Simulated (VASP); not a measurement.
# Ni (Fd-3m) in VASP: notebook

Runs on Ni. Level: BLYP. Tasks: single point.

Program: VASP 6.6.1. These are calculated values, not measurements. Logs are shortened: lines on timing, memory, paths and dates and some standing lists are left out, and cuts for length are marked.

**1. The cell of the first run**

It takes space group Fd-3m (No. 227, cubic). Conventional cell: a = 5.325 Å, b = 5.325 Å, c = 5.325 Å, α = 90.00°, β = 90.00°, γ = 90.00°. Ni (site symmetry -43m) has 4 Ni at 2.31 Å within 3.0 Å.

This isn't the form of Ni at room conditions, which is fcc.

**2. Single point, BLYP, collinear spin, ferromagnetic start (18.87 Å³/atom)**

Contents of INCAR:

```
AGGAC = 1.0
AGGAX = 1.0
ALDAC = 0.0
ALDAX = 1.0
ALGO = Normal
EDIFF = 1E-7
ENCUT = 520
GGA = B5
ISIF = 2
ISMEAR = -1
ISPIN = 2
LASPH = True
LCHARG = False
LMAXMIX = 4
LORBIT = 11
LREAL = False
LWAVE = False
MAGMOM = 0.824 0.824
NBANDS = 21
NELM = 150
PREC = Accurate
SIGMA = 0.05
```

Contents of KPOINTS:

```
k-points
0
Gamma
  12 12 12
```

Contents of POSCAR:

```
Ni
1.0
    0.0000000000      2.6623281995      2.6623281995
    2.6623281995      0.0000000000      2.6623281995
    2.6623281995      2.6623281995      0.0000000000
Ni
2
Direct
    0.1250000000      0.1250000000      0.1250000000
    0.8750000000      0.8750000000      0.8750000000
```

Potentials or basis: VASP PAW PBE potentials, release 64 (Ni).

Command:

```
> cat potpaw_PBE.64/Ni/POTCAR > POTCAR
> mpirun -np 1 vasp_std > vasp.out
```

OUTCAR:

```text
EDIFF = 1E-7
   ENCUT = 520
   GGA = B5
   ISIF = 2
   ISMEAR = -1
   ISPIN = 2
   LASPH = True
   LORBIT = 11
   LREAL = False
   NELM = 150
   PREC = Accurate

 ion  position               nearest neighbor table
   1  0.125  0.125  0.125-   2 2.31   2 2.31   2 2.31   2 2.31
   2  0.875  0.875  0.875-   1 2.31   1 2.31   1 2.31   1 2.31

  LATTYP: Found a face centered cubic cell.
 ALAT       =     5.3246563990

  Lattice vectors:

 A1 = (   0.0000000000,   2.6623281995,   2.6623281995)
 A2 = (   2.6623281995,   0.0000000000,   2.6623281995)
 A3 = (   2.6623281995,   2.6623281995,   0.0000000000)

Analysis of symmetry for initial positions (statically):
=====================================================================
 Subroutine PRICEL returns:
 Original cell was already a primitive cell.

 Routine SETGRP: Setting up the symmetry group for a
 face centered cubic supercell.

 Subroutine GETGRP returns: Found 48 space group operations
 (whereof 12 operations were pure point group operations)
 out of a pool of 48 trial point group operations.

The static configuration has the point symmetry D_3d.
 The point group associated with its full space group is O_h .

Analysis of symmetry for dynamics (positions and initial velocities):
=====================================================================
 Subroutine PRICEL returns:
 Original cell was already a primitive cell.

 Routine SETGRP: Setting up the symmetry group for a
 face centered cubic supercell.

 Subroutine GETGRP returns: Found 48 space group operations
 (whereof 12 operations were pure point group operations)
 out of a pool of 48 trial point group operations.

The dynamic configuration has the point symmetry D_3d.
 The point group associated with its full space group is O_h .

Analysis of structural, dynamic, and magnetic symmetry:
=====================================================================
 Subroutine PRICEL returns:
 Original cell was already a primitive cell.

 Routine SETGRP: Setting up the symmetry group for a
 face centered cubic supercell.

 Subroutine GETGRP returns: Found 48 space group operations
 (whereof 12 operations were pure point group operations)
 out of a pool of 48 trial point group operations.

The overall configuration has the point symmetry D_3d.
 The point group associated with its full space group is O_h .

 Subroutine INISYM returns: Found 48 space group operations
 (whereof 12 operations are pure point group operations),
[... 115 lines left out ...]
     AMIX     =   0.40;   BMIX     =  1.00
     AMIX_MAG =   1.60;   BMIX_MAG =  1.00
  volume/ion in A,a.u.               =      18.87       127.34
  Fermi-wavevector in a.u.,A,eV,Ry     =   1.324789  2.503487 23.879106  1.755065
  Thomas-Fermi vector in A             =   2.454297
   LORBIT       =     11    0 simple, 1 ext, 2 COOP (PROOUT), +10 PAW based schemes
   GGA     = B5    functional components
   LHFCALC =     F    Hartree Fock is set to
   AEXX    =    0.0000 exact exchange contribution
   IVDW    =     0    specifies the selected vdW correction
   LEPSILON=     F    determine dielectric tensor
   LRPA    =     F    only Hartree local field effects (RPA)
 spin polarized calculation
  energy-cutoff  :      520.00
  volume of cell :       37.74
 maximum number of plane-waves:      1036
   NGX = 13   NGY = 13   NGZ = 13

 number of electron      19.9999981 magnetization       1.5639510

 Free energy of the ion-electron system (eV)
  ---------------------------------------------------
  ext. energy  EPLUGINS =         0.00000000
  ---------------------------------------------------
  free energy    TOTEN  =        -7.47215005 eV

  energy without entropy =       -7.43478605  energy(sigma->0) =       -7.45346805

 E-fermi :   3.9296     XC(G=0):  -9.4253

 val. band max:        3.9279165703   @ k =   0.5000   0.1667   0.0000
 cond. band min:       3.9314740980   @ k =   0.4167   0.0000   0.0000
 fundamental gap:      0.0035575277
 Fermi energy:         3.9296129619

 spin component 1

 k-point     1 :       0.0000    0.0000    0.0000
  band No.  band energies     occupation
      1      -1.9024      1.00000
      2       1.1797      1.00000
      3       1.1797      1.00000
      4       1.1797      1.00000
      5       1.1899      1.00000
      6       1.1899      1.00000
[... 565 lines left out ...]
     20      21.9779      0.00000
     21      22.7465      0.00000

 [... further k-points ...]

 spin component 2

 k-point     1 :       0.0000    0.0000    0.0000
  band No.  band energies     occupation
      1      -1.8810      1.00000
      2       1.8759      1.00000
      3       1.8759      1.00000
      4       1.9256      1.00000
      5       1.9256      1.00000
      6       1.9256      1.00000
[... 565 lines left out ...]
     20      22.0449      0.00000
     21      22.8148      0.00000

 [... further k-points ...]

------------------------ aborting loop because EDIFF is reached ----------------------------------------

  FORCE on cell =-STRESS in cart. coord.  units (eV):
  Direction    XX          YY          ZZ          XY          YZ          ZX
  --------------------------------------------------------------------------------------
  -------------------------------------------------------------------------------------
  Total       -1.1338582     -1.1338582     -1.1338582     -0.0000000      0.0000000      0.0000000
  in kB      -48.1342890    -48.1342890    -48.1342890     -0.0000000      0.0000000      0.0000000
  external PRESSURE =     -48.1342890 kB  Pullay stress =       0.0000000 kB

 VOLUME and BASIS-vectors are now :
 -----------------------------------------------------------------------------
  energy-cutoff  :      520.00
  volume of cell :       37.74
      direct lattice vectors                 reciprocal lattice vectors
     0.000000000  2.662328200  2.662328200    -0.187805546  0.187805546  0.187805546
     2.662328200  0.000000000  2.662328200     0.187805546 -0.187805546  0.187805546
     2.662328200  2.662328200  0.000000000     0.187805546  0.187805546 -0.187805546

 POSITION                                       TOTAL-FORCE (eV/Angst)
 -----------------------------------------------------------------------------------
      0.66558      0.66558      0.66558         0.000000      0.000000      0.000000
      4.65907      4.65907      4.65907        -0.000000     -0.000000     -0.000000
 -----------------------------------------------------------------------------------
    total drift:                                0.000000      0.000000     -0.000000

  FREE ENERGIE OF THE ION-ELECTRON SYSTEM (eV)
  ---------------------------------------------------
  free  energy   TOTEN  =        -7.4721500528 eV

  energy  without entropy=       -7.4347860483  energy(sigma->0) =       -7.45346805

 total charge

# of ion       s       p       d       tot
------------------------------------------
    1        0.511   0.270   8.335   9.116
    2        0.511   0.270   8.335   9.116
--------------------------------------------------
tot          1.022   0.540  16.669  18.231

 magnetization (x)

# of ion       s       p       d       tot
------------------------------------------
    1       -0.012  -0.015   0.821   0.793
    2       -0.012  -0.015   0.821   0.793
--------------------------------------------------
tot         -0.025  -0.031   1.641   1.586
```

OSZICAR:

```text
N       E                     dE             d eps       ncg     rms          rms(c)
DAV:   1     0.104750972564E+03    0.10475E+03   -0.86463E+03  6064   0.114E+03
DAV:   2    -0.285302199910E+01   -0.10760E+03   -0.98885E+02  6138   0.218E+02
DAV:   3    -0.863959937645E+01   -0.57866E+01   -0.55570E+01  7068   0.612E+01
DAV:   4    -0.871661724934E+01   -0.77018E-01   -0.76968E-01  6821   0.693E+00
DAV:   5    -0.871873407067E+01   -0.21168E-02   -0.21168E-02  7082   0.108E+00    0.111E+01
DAV:   6    -0.887810228542E+01   -0.15937E+00   -0.11814E+01  6966   0.556E+01    0.126E+01
DAV:   7    -0.747609801452E+01    0.14020E+01   -0.44064E+00  7011   0.285E+01    0.188E+00
DAV:   8    -0.747790020473E+01   -0.18022E-02   -0.32971E-02  6637   0.145E+00    0.110E+00
DAV:   9    -0.747293240460E+01    0.49678E-02   -0.41781E-03  8192   0.793E-01    0.399E-01
DAV:  10    -0.747207316406E+01    0.85924E-03   -0.15190E-03  8296   0.515E-01    0.100E-01
DAV:  11    -0.747214812504E+01   -0.74961E-04   -0.17303E-04  6617   0.119E-01    0.533E-02
DAV:  12    -0.747215375374E+01   -0.56287E-05   -0.11418E-05  6496   0.300E-02    0.277E-02
DAV:  13    -0.747215072579E+01    0.30280E-05   -0.45242E-06  7386   0.214E-02    0.936E-03
DAV:  14    -0.747214995535E+01    0.77043E-06   -0.10477E-06  6579   0.820E-03    0.339E-03
DAV:  15    -0.747215005276E+01   -0.97414E-07   -0.52822E-08  5116   0.225E-03
   1 F= -.74721501E+01 E0= -.74534681E+01  d E =-.373640E-01  mag=     1.5638
```

Wall time 2.7 min (1 thread of Intel Xeon 8259CL, shared host); peak memory 0.22 GiB.

Results:

| Property | Result |
| --- | --- |
| Free energy | -7.4722 eV |
| Pressure | -4.8 GPa |
| Net moment | 1.56 μB per cell |
| Site moments | Ni +0.79 μB |
| Valence electrons inside the program's atomic spheres | Ni 9.12 |

Levels at points of the mesh, in eV from the Fermi level:
Spin up:
```csv
k point,band 7,band 8,band 9,band 10,band 11,band 12,band 13,band 14,band 15,band 16
"(0.00, 0.00, 0.00)",-1.56,-1.56,-1.56,-0.77,-0.77,10.52,10.52,10.52,11.25,11.25
"(0.50, 0.00, 0.00)",-1.28,-1.28,-0.98,-0.91,-0.91,0.14,7.69,7.69,11.84,11.84
"(0.50, 0.50, 0.00)",-1.71,-1.71,-0.81,-0.81,0.79,0.79,4.24,4.24,8.71,8.71
```
Spin down:
| k point | band 5 | band 6 | band 7 | band 8 | band 9 | band 10 | band 11 | band 12 | band 13 | band 14 |
| --- | --- | --- | --- | --- | --- | --- | --- | --- | --- | --- |
| (0.00, 0.00, 0.00) | -2.00 | -2.00 | -0.73 | -0.73 | -0.73 | 0.06 | 0.06 | 10.68 | 10.68 | 10.68 |
| (0.50, 0.00, 0.00) | -1.94 | -1.94 | -0.97 | -0.50 | -0.50 | -0.02 | -0.02 | 0.86 | 7.79 | 7.79 |
| (0.50, 0.50, 0.00) | -1.78 | -1.78 | -0.95 | -0.95 | 0.11 | 0.11 | 1.27 | 1.27 | 4.26 | 4.26 |

Caveat: the cell stands under tension; the PAW data sets were made with another functional, which shifts forces and pressure a little.

**3. Single point, BLYP, collinear spin, ferromagnetic start (19.57 Å³/atom)**

This run uses another cell than the first one, of 19.57 Å³/atom.

Contents of INCAR:

```
SYSTEM = Ni
PREC     = Accurate       ! precision mode
ENCUT    = 520            ! plane-wave cutoff, eV
EDIFF    = 1E-6           ! SCF threshold, eV
ISMEAR   = -1             ! smearing method
SIGMA    = 0.05           ! smearing width, eV
LREAL    = .False.        ! projectors in reciprocal space
LASPH    = .True.         ! aspherical terms in the spheres
NELM     = 150            ! most SCF steps
ALGO     = Normal         ! electronic algorithm
ISIF     = 2              ! what is computed and relaxed
LWAVE    = .False.        ! write WAVECAR
LCHARG   = .True.         ! write CHGCAR
ISPIN    = 2              ! spin polarisation
MAGMOM   = 0.824 0.824    ! initial moments
LORBIT   = 11             ! projections on sites
LMAXMIX  = 4              ! l up to which the mixer works
GGA      = B5             ! functional
ALDAX    = 1.0          
AGGAX    = 1.0          
AGGAC    = 1.0          
ALDAC    = 0.0          
LELF     = .True.         ! ELF
LVHAR    = .True.       
NBANDS   = 21             ! bands
```

Contents of KPOINTS:

```
regular mesh
0
Gamma
  12 12 12
  0 0 0
```

Contents of POSCAR:

```
Ni
1.0
    0.0000000000      2.6947988167      2.6947988167
    2.6947988167      0.0000000000      2.6947988167
    2.6947988167      2.6947988167      0.0000000000
Ni
2
Direct
    0.1250000000      0.1250000000      0.1250000000
    0.8750000000      0.8750000000      0.8750000000
```

Potentials or basis: VASP PAW PBE potentials, release 64 (Ni).

Command:

```
> cat potpaw_PBE.64/Ni/POTCAR > POTCAR
> mpirun -np 1 vasp_std > vasp.out
```

Run time: 3 min. Hardware: 1 thread of Intel Xeon 8259CL, shared host; peak memory 0.22 GiB.

It converged, with:

```
Free energy                                           : -7.4230 eV
Pressure                                              : -6.5 GPa
Net moment                                            : 1.58 μB per cell
Site moments                                          : Ni +0.80 μB
Valence electrons inside the program's atomic spheres : Ni 9.08
```

Levels at points of the mesh, in eV from the Fermi level:
Spin up:
```
           k point  band 7  band 8  band 9  band 10  band 11  band 12  band 13  band 14  band 15  band 16
(0.00, 0.00, 0.00)   -1.53   -1.53   -1.53    -0.78    -0.78    10.22    10.22    10.22    11.00    11.00
(0.50, 0.00, 0.00)   -1.26   -1.26   -0.92    -0.92    -0.90     0.08     7.49     7.49    11.61    11.61
(0.50, 0.50, 0.00)   -1.67   -1.67   -0.82    -0.82     0.74     0.74     4.18     4.18     8.52     8.52
```
Spin down:
| k point | band 5 | band 6 | band 7 | band 8 | band 9 | band 10 | band 11 | band 12 | band 13 | band 14 |
| --- | --- | --- | --- | --- | --- | --- | --- | --- | --- | --- |
| (0.00, 0.00, 0.00) | -1.91 | -1.91 | -0.69 | -0.69 | -0.69 | 0.05 | 0.05 | 10.38 | 10.38 | 10.38 |
| (0.50, 0.00, 0.00) | -1.84 | -1.84 | -0.89 | -0.48 | -0.48 | -0.01 | -0.01 | 0.82 | 7.59 | 7.59 |
| (0.50, 0.50, 0.00) | -1.72 | -1.72 | -0.91 | -0.91 | 0.11 | 0.11 | 1.22 | 1.22 | 4.20 | 4.20 |

Caveat: the cell stands under tension; the PAW data sets were made with another functional, which shifts forces and pressure a little.

**4. Single point, BLYP**

This run uses another cell than the first one, of 17.43 Å³/atom.

Contents of INCAR:

```
SYSTEM = Ni
AGGAC = 1.0
AGGAX = 1.0
ALDAC = 0.0
ALDAX = 1.0
ALGO = Normal
EDIFF = 1E-6
ENCUT = 520
GGA = B5
ISIF = 2
ISMEAR = -1
LASPH = .TRUE.
LCHARG = .FALSE.
LREAL = .FALSE.
LWAVE = .FALSE.
NBANDS = 17
NELM = 60
PREC = Accurate
SIGMA = 0.1
```

Contents of KPOINTS:

```
k-points
0
G
  11 11 11
  0 0 0
```

Contents of POSCAR:

```
Ni
1.0
    0.0000000000      2.5930166304      2.5930166304
    2.5930166304      0.0000000000      2.5930166304
    2.5930166304      2.5930166304      0.0000000000
Ni
2
Direct
    0.1250000000      0.1250000000      0.1250000000
    0.8750000000      0.8750000000      0.8750000000
```

Command:

```
> cat potpaw_PBE.64/Ni/POTCAR > POTCAR
> mpirun -np 1 vasp_std > vasp.out
```

It took 41 s on 1 thread of Intel Xeon 8259CL, shared host; peak memory 0.17 GiB.

Results (log left out):

| Property | Result |
| --- | --- |
| Free energy | -7.4499 eV |
| Pressure | 0.1 GPa |
| Band gap on the k mesh | zero (bands 10 and 11 overlap by 0.27 eV) |

Levels at points of the mesh, in eV from the Fermi level:
| k point | band 8 | band 9 | band 10 | band 11 | band 12 | band 13 |
| --- | --- | --- | --- | --- | --- | --- |
| (0.00, 0.00, 0.00) | -1.00 | -1.00 | -0.10 | -0.10 | 11.47 | 11.47 |

Caveat: the PAW data sets were made with another functional, which shifts forces and pressure a little; the run has no spin polarisation, though such a crystal can be magnetic.

**5. The runs side by side**

| spin | cell | k mesh | smearing | gap on the mesh (eV) | pressure (GPa) | moment (μB) |
| --- | --- | --- | --- | --- | --- | --- |
| collinear, ferromagnetic start | a = 3.765 Å, angles 60.0°, 2 atoms | 12 × 12 × 12 | fermi-dirac 0.05 eV | none | -4.8 | 1.56 |
| collinear, ferromagnetic start | a = 3.811 Å, angles 60.0°, 2 atoms | 12 × 12 × 12 | fermi-dirac 0.05 eV | none | -6.5 | 1.58 |
| off | a = 3.667 Å, angles 60.0°, 2 atoms | 11 × 11 × 11 | fermi-dirac 0.1 eV | none | 0.1 | - |

Alike in all rows: task single point; level BLYP; potentials or basis VASP PAW PBE potentials, release 64 (Ni); cutoff (eV) 520.

Caveats: the PAW data sets were made with another functional, which shifts forces and pressure a little; the cell stands under tension (at least some runs).

Total energies depend on the potentials used, so only differences within one code and one set of settings carry meaning.
